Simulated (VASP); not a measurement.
# Al2Cu (I4/mcm) in VASP: single point with PBEsol

Aim: the single point of Al2Cu with PBEsol.

Program: VASP 6.6.1. These are calculated values, not measurements. Logs are shortened: lines on timing, memory, paths and dates and some standing lists are left out, and cuts for length are marked.

## Step 1: The cell of the first run

The structure is tetragonal, space group I4/mcm (No. 140). Conventional cell: a = 5.999 Å, b = 5.999 Å, c = 4.820 Å, α = 90.00°, β = 90.00°, γ = 90.00°. Al (site symmetry m2m) has 4 Cu at 2.56 Å and 11 Al at 2.70 to 3.19 Å within 3.4 Å. Cu (site symmetry 422) has 2 Cu at 2.41 Å and 8 Al at 2.56 Å within 3.2 Å.

## Step 2: Single point, PBEsol

INCAR reads:

```
PREC     = Accurate       # precision mode
ENCUT    = 520            # plane-wave cutoff, eV
EDIFF    = 1E-6           # SCF threshold, eV
ISMEAR   = 0              # smearing method
SIGMA    = 0.1            # smearing width, eV
LREAL    = F              # projectors in reciprocal space
LASPH    = T              # aspherical terms in the spheres
NELM     = 80             # most SCF steps
ALGO     = Fast           # electronic algorithm
ISIF     = 2              # what is computed and relaxed
LWAVE    = F              # write WAVECAR
LCHARG   = T              # write CHGCAR
GGA      = PS             # functional
LELF     = T              # ELF
LVHAR    = T            
NBANDS   = 26             # bands
```

KPOINTS reads:

```
Automatic mesh
0
Gamma
  14 14 14
```

POSCAR reads:

```
Al2Cu
1.0
   -2.9993486709      2.9993486709      2.4101230071
    2.9993486709     -2.9993486709      2.4101230071
    2.9993486709      2.9993486709     -2.4101230071
Al Cu
4 2
Direct
    0.6591155976      0.1591155976      0.8182311951
    0.1591155976      0.3408844024      0.5000000000
    0.3408844024      0.8408844024      0.1817688049
    0.8408844024      0.6591155976      0.5000000000
    0.2500000000      0.2500000000      0.0000000000
    0.7500000000      0.7500000000      0.0000000000
```

Potentials or basis: VASP PAW PBE potentials, release 64 (Al, Cu).

On the command line:

```bash
cat potpaw_PBE.64/Al/POTCAR potpaw_PBE.64/Cu/POTCAR > POTCAR
mpirun -np 1 vasp_std > vasp.out
```

OUTCAR:

```text
PREC = Accurate
   ENCUT = 520
   EDIFF = 1E-6
   ISMEAR = 0
   LREAL = F
   LASPH = T
   NELM = 80
   ISIF = 2
   GGA = PS

 ion  position               nearest neighbor table
   1  0.659  0.159  0.818-   5 2.56   6 2.56   5 2.56   6 2.56   3 2.70   3 2.86   3 2.86   4 3.07
                             2 3.07   2 3.07   4 3.07   4 3.19   2 3.19   2 3.19   4 3.19
   2  0.159  0.341  0.500-   6 2.56   5 2.56   5 2.56   6 2.56   4 2.70   4 2.86   4 2.86   3 3.07
                             1 3.07   1 3.07   3 3.07   1 3.19   3 3.19   1 3.19   3 3.19
   3  0.341  0.841  0.182-   5 2.56   6 2.56   5 2.56   6 2.56   1 2.70   1 2.86   1 2.86   2 3.07
                             4 3.07   4 3.07   2 3.07   4 3.19   2 3.19   4 3.19   2 3.19
   4  0.841  0.659  0.500-   5 2.56   6 2.56   6 2.56   5 2.56   2 2.70   2 2.86   2 2.86   3 3.07
                             1 3.07   1 3.07   3 3.07   1 3.19   3 3.19   3 3.19   1 3.19
   5  0.250  0.250  0.000-   6 2.41   6 2.41   4 2.56   2 2.56   4 2.56   2 2.56   1 2.56   3 2.56
                             3 2.56   1 2.56
   6  0.750  0.750  0.000-   5 2.41   5 2.41   2 2.56   4 2.56   2 2.56   4 2.56   3 2.56   1 2.56
                             1 2.56   3 2.56

  LATTYP: Found a body centered tetragonal cell.
 ALAT       =     5.9986973418
 C/A-ratio  =     0.8035487939

  Lattice vectors:

 A1 = (  -2.9993486709,   2.9993486709,   2.4101230071)
 A2 = (   2.9993486709,  -2.9993486709,   2.4101230071)
 A3 = (   2.9993486709,   2.9993486709,  -2.4101230071)

Analysis of symmetry for initial positions (statically):
=====================================================================
 Subroutine PRICEL returns:
 Original cell was already a primitive cell.

 Routine SETGRP: Setting up the symmetry group for a
 body centered tetragonal supercell.

 Subroutine GETGRP returns: Found 16 space group operations
 (whereof  8 operations were pure point group operations)
 out of a pool of 16 trial point group operations.

The static configuration has the point symmetry C_4h.
 The point group associated with its full space group is D_4h.

Analysis of symmetry for dynamics (positions and initial velocities):
=====================================================================
 Subroutine PRICEL returns:
 Original cell was already a primitive cell.

 Routine SETGRP: Setting up the symmetry group for a
 body centered tetragonal supercell.

 Subroutine GETGRP returns: Found 16 space group operations
 (whereof  8 operations were pure point group operations)
 out of a pool of 16 trial point group operations.

The dynamic configuration has the point symmetry C_4h.
 The point group associated with its full space group is D_4h.

 Subroutine INISYM returns: Found 16 space group operations
 (whereof  8 operations are pure point group operations),
 and found     1 'primitive' translations

----------------------------------------------------------------------------------------

                                     Primitive cell

  volume of cell :      86.7268

  direct lattice vectors                    reciprocal lattice vectors
    -2.999348671  2.999348671  2.410123007     0.000000000  0.166702859  0.207458291
     2.999348671 -2.999348671  2.410123007     0.166702859  0.000000000  0.207458291
     2.999348671  2.999348671 -2.410123007     0.166702859  0.166702859  0.000000000

  length of vectors
     4.878614333  4.878614333  4.878614333     0.266136780  0.266136780  0.235753445

  position of ions in fractional coordinates (direct lattice)
     0.659115598  0.159115598  0.818231195
     0.159115598  0.340884402  0.500000000
     0.340884402  0.840884402  0.181768805
     0.840884402  0.659115598  0.500000000
     0.250000000  0.250000000  0.000000000
     0.750000000  0.750000000  0.000000000

  ion indices of the primitive-cell ions
   primitive index   ion index
                 1           1
                 2           2
                 3           3
                 4           4
                 5           5
                 6           6

----------------------------------------------------------------------------------------

 KPOINTS: Automatic mesh

Automatic generation of k-mesh.
 Grid dimensions read from file:
 generate k-points for:   14   14   14

 Generating k-lattice:

  Cartesian coordinates                     Fractional coordinates (reciprocal lattice)
     0.000000000  0.011907347  0.014818449     0.071428571  0.000000000 -0.000000000
     0.011907347  0.000000000  0.014818449     0.000000000  0.071428571 -0.000000000
     0.011907347  0.011907347  0.000000000     0.000000000  0.000000000  0.071428571

  Length of vectors
     0.019009770  0.019009770  0.016839532

  Shift w.r.t. Gamma in fractional coordinates (k-lattice)
     0.000000000  0.000000000  0.000000000

 Subroutine IBZKPT returns following result:
 ===========================================

 Found    244 irreducible k-points:

 Following reciprocal coordinates:
            Coordinates               Weight
  0.000000  0.000000  0.000000      1.000000
  0.071429 -0.000000  0.000000      8.000000
  0.142857  0.000000  0.000000      8.000000
  0.214286  0.000000  0.000000      8.000000
  0.285714  0.000000  0.000000      8.000000
  0.357143  0.000000  0.000000      8.000000
[... 16 lines left out ...]
  0.214286  0.142857  0.000000     16.000000
  0.285714  0.142857  0.000000     16.000000
 [... further k-points ...]
   k-points           NKPTS =    244   k-points in BZ     NKDIM =    244   number of bands    NBANDS=     26
   number of dos      NEDOS =    301   number of ions     NIONS =      6
   total plane-waves  NPLWV =  46656
   dimension x,y,z NGX =    36 NGY =   36 NGZ =   36
   dimension x,y,z NGXF=    72 NGYF=   72 NGZF=   72
   ions per type =               4   2
   NGX,Y,Z   is equivalent  to a cutoff of  12.27, 12.27, 12.27 a.u.
   NGXF,Y,Z  is equivalent  to a cutoff of  24.54, 24.54, 24.54 a.u.
 SYSTEM =  unknown system
   PREC   = accura    normal or accurate (medium, high low for compatibility)
   ISTART =      0    job   : 0-new  1-cont  2-samecut
   ICHARG =      2    charge: 1-file 2-atom 10-const
   ISPIN  =      1    spin polarized calculation?
   LNONCOLLINEAR =      F non collinear calculations
   LSORBIT =      F    spin-orbit coupling
   LASPH  =      T    aspherical Exc in radial PAW
   ENCUT  =  520.0 eV  38.22 Ry    6.18 a.u.   9.07  9.07  9.07*2*pi/ulx,y,z
   NELM   =     80;   NELMIN=  2; NELMDL= -5     # of ELM steps
   EDIFF  = 0.1E-05   stopping-criterion for ELM
   LREAL  =      F    real-space projection
   EDIFFG = 0.1E-04   stopping-criterion for IOM
   NSW    =      0    number of steps for IOM
   IBRION =     -1    ionic relax: 0-MD 1-quasi-New 2-CG
   NFREE  =      0    steps in history (QN), initial steepest desc. (CG)
   ISIF   =      2    stress and relaxation
   ISYM   =      2    0-nonsym 1-usesym 2-fastsym
   POTIM  = 0.5000    time-step for ionic-motion
   TEBEG  =    0.0;   TEEND  =   0.0 temperature during run
   PSTRESS=    0.0 pullay stress
   NELECT =      34.0000    total number of electrons
   NUPDOWN=      -1.0000    fix difference up-down
   EMIN   =  10.00;   EMAX   =-10.00  energy-range for DOS
   EFERMI =   0.00;   METHOD = LEGACY
   ISMEAR =     0;   SIGMA  =   0.10  broadening in eV -4-tet -1-fermi 0-gaus
   EFERMI_NEDOS =   21; number of points for ismear=-14 and -15
   IALGO  =     68    algorithm
   IMIX   =      4    mixing-type and parameters
     AMIX     =   0.40;   BMIX     =  1.00
     AMIX_MAG =   1.60;   BMIX_MAG =  1.00
  volume/ion in A,a.u.               =      14.45        97.54
  Fermi-wavevector in a.u.,A,eV,Ry     =   1.198165  2.264204 19.532528  1.435600
  Thomas-Fermi vector in A             =   2.334061
   LORBIT       =      0    0 simple, 1 ext, 2 COOP (PROOUT), +10 PAW based schemes
   GGA     = PS    functional components
   LHFCALC =     F    Hartree Fock is set to
   AEXX    =    0.0000 exact exchange contribution
   IVDW    =     0    specifies the selected vdW correction
   LEPSILON=     F    determine dielectric tensor
   LRPA    =     F    only Hartree local field effects (RPA)
 non-spin polarized calculation
 RMM-DIIS sequential band-by-band and
 Gauss-broadening in eV      SIGMA  =   0.10
  energy-cutoff  :      520.00
  volume of cell :       86.73
 maximum number of plane-waves:      2360
   NGX = 19   NGY = 19   NGZ = 19

 number of electron      34.0000008 magnetization

 Free energy of the ion-electron system (eV)
  ---------------------------------------------------
  ext. energy  EPLUGINS =         0.00000000
  ---------------------------------------------------
  free energy    TOTEN  =       -26.01158948 eV

  energy without entropy =      -26.00106192  energy(sigma->0) =      -26.00632570

 E-fermi :   8.2267     XC(G=0): -11.0773

 val. band max:        8.2149212014   @ k =  -0.0714   0.2857   0.0714
 cond. band min:       8.2285469430   @ k =  -0.3571   0.3571   0.2143
 fundamental gap:      0.0136257416
 Fermi energy:         8.2267171153

 k-point     1 :       0.0000    0.0000    0.0000
  band No.  band energies     occupation
      1      -2.7416      2.00000
      2       2.7596      2.00000
      3       2.9582      2.00000
      4       2.9582      2.00000
      5       2.9678      2.00000
      6       3.8996      2.00000
[... 18 lines left out ...]
     25      13.5592      0.00000
     26      14.1758      0.00000

 k-point     2 :       0.0714   -0.0000    0.0000
  band No.  band energies     occupation
      1      -2.6871      2.00000
      2       2.7549      2.00000
      3       2.9482      2.00000
      4       2.9560      2.00000
      5       2.9805      2.00000
      6       3.8912      2.00000
[... 18 lines left out ...]
     25      13.6197      0.00000
     26      14.3773      0.00000

 k-point     3 :       0.1429    0.0000    0.0000
  band No.  band energies     occupation
      1      -2.5238      2.00000
      2       2.7429      2.00000
      3       2.8932      2.00000
      4       2.9488      2.00000
      5       3.0168      2.00000
      6       3.8609      2.00000
[... 18 lines left out ...]
     25      13.8019      0.00000
     26      14.4889      0.00000

 k-point     4 :       0.2143    0.0000    0.0000
  band No.  band energies     occupation
      1      -2.2527      2.00000
      2       2.6836      2.00000
      3       2.7297      2.00000
      4       2.9351      2.00000
      5       3.0700      2.00000
      6       3.8021      2.00000
[... 18 lines left out ...]
     25      14.1105      0.00000
     26      14.6311      0.00000

 k-point     5 :       0.2857    0.0000    0.0000
  band No.  band energies     occupation
      1      -1.8755      2.00000
      2       2.1538      2.00000
      3       2.7232      2.00000
      4       2.9127      2.00000
      5       3.1279      2.00000
      6       3.7067      2.00000
[... 18 lines left out ...]
     25      14.7579      0.00000
     26      14.8548      0.00000

 k-point     6 :       0.3571    0.0000    0.0000
  band No.  band energies     occupation
      1      -1.3951      2.00000
      2       1.3972      2.00000
      3       2.7306      2.00000
      4       2.8799      2.00000
      5       3.1800      2.00000
      6       3.6011      2.00000
[... 427 lines left out ...]
 k-point    21 :      -0.0714    0.0714    0.0000
  band No.  band energies     occupation
      1      -2.6990      2.00000
      2       2.7069      2.00000
      3       2.9481      2.00000
      4       2.9507      2.00000
      5       2.9717      2.00000
      6       3.8746      2.00000
[... 18 lines left out ...]
     25      12.9928      0.00000
     26      14.9593      0.00000

 k-point    22 :       0.1429    0.1429    0.0000
  band No.  band energies     occupation
      1      -2.0438      2.00000
      2       2.5786      2.00000
      3       2.7392      2.00000
      4       2.7542      2.00000
      5       3.3041      2.00000
      6       3.6365      2.00000
[... 18 lines left out ...]
     25      13.8890      0.00000
     26      15.7090      0.00000

 k-point    23 :       0.2143    0.1429    0.0000
  band No.  band energies     occupation
      1      -1.6451      2.00000
      2       2.0815      2.00000
      3       2.4757      2.00000
      4       2.7324      2.00000
      5       3.4734      2.00000
      6       3.5604      2.00000
[... 18 lines left out ...]
     25      14.7308      0.00000
     26      15.6196      0.00000

 k-point    24 :       0.2857    0.1429    0.0000
  band No.  band energies     occupation
      1      -1.1445      2.00000
      2       1.3370      2.00000
      3       2.2339      2.00000
      4       2.7240      2.00000
      5       3.4809      2.00000
      6       3.6287      2.00000
[... 18 lines left out ...]
     25      14.5712      0.00000
     26      15.4995      0.00000

 [... further k-points ...]
[... 5 lines left out ...]
  --------------------------------------------------------------------------------------
  -------------------------------------------------------------------------------------
  Total        0.0890159      0.0890159      0.1070048      0.0000000     -0.0000000      0.0000000
  in kB        1.6444665      1.6444665      1.9767915      0.0000000     -0.0000000      0.0000000
  external PRESSURE =       1.7552415 kB  Pullay stress =       0.0000000 kB

 VOLUME and BASIS-vectors are now :
 -----------------------------------------------------------------------------
  energy-cutoff  :      520.00
  volume of cell :       86.73
      direct lattice vectors                 reciprocal lattice vectors
    -2.999348671  2.999348671  2.410123007     0.000000000  0.166702859  0.207458291
     2.999348671 -2.999348671  2.410123007     0.166702859  0.000000000  0.207458291
     2.999348671  2.999348671 -2.410123007     0.166702859  0.166702859  0.000000000

 POSITION                                       TOTAL-FORCE (eV/Angst)
 -----------------------------------------------------------------------------------
      0.95449      3.95383      0.00000        -0.001534     -0.001534     -0.000000
      2.04486      0.95449      0.00000         0.001534     -0.001534      0.000000
      2.04486     -0.95449      2.41012         0.001534      0.001534      0.000000
      0.95449      2.04486      2.41012        -0.001534      0.001534      0.000000
      0.00000      0.00000      1.20506         0.000000     -0.000000      0.000000
      0.00000      0.00000      3.61518         0.000000     -0.000000      0.000000
 -----------------------------------------------------------------------------------
    total drift:                                0.000000     -0.000000      0.000000

  FREE ENERGIE OF THE ION-ELECTRON SYSTEM (eV)
  ---------------------------------------------------
  free  energy   TOTEN  =       -26.0115894752 eV

  energy  without entropy=      -26.0010619157  energy(sigma->0) =      -26.00632570
```

Wall time 3.9 min (1 thread of Intel Xeon 6975P-C (Granite Rapids), shared host); peak memory 0.55 GiB.

What came out:

| Item | Value |
| --- | --- |
| Free energy | -26.0116 eV |
| Pressure | 0.2 GPa |
| Band gap on the k mesh | zero (band 17 reaches 10.85 eV, above the bottom of band 18 at 6.60 eV) |

Forces in eV/Å, atoms in the order of the input:
```
Al  -0.002 -0.002  0.000
Al   0.002 -0.002  0.000
Al   0.002  0.002  0.000
Al  -0.002  0.002  0.000
Cu   0.000  0.000  0.000
Cu   0.000  0.000  0.000
```

Levels at points of the mesh, in eV from the Fermi level:
```csv
k point,band 15,band 16,band 17,band 18,band 19,band 20
"(0.00, 0.00, 0.00)",-1.42,-1.25,-1.25,-0.86,-0.23,0.06
"(0.50, 0.00, 0.00)",-2.65,-2.65,0.22,0.22,4.10,4.10
"(0.50, 0.50, 0.00)",-1.53,-1.32,-0.91,-0.68,0.80,1.26
"(0.50, 0.50, 0.50)",-3.30,-1.85,2.62,2.95,2.95,3.37
```

Caveat: the PAW data sets were made with another functional, which shifts forces and pressure a little.
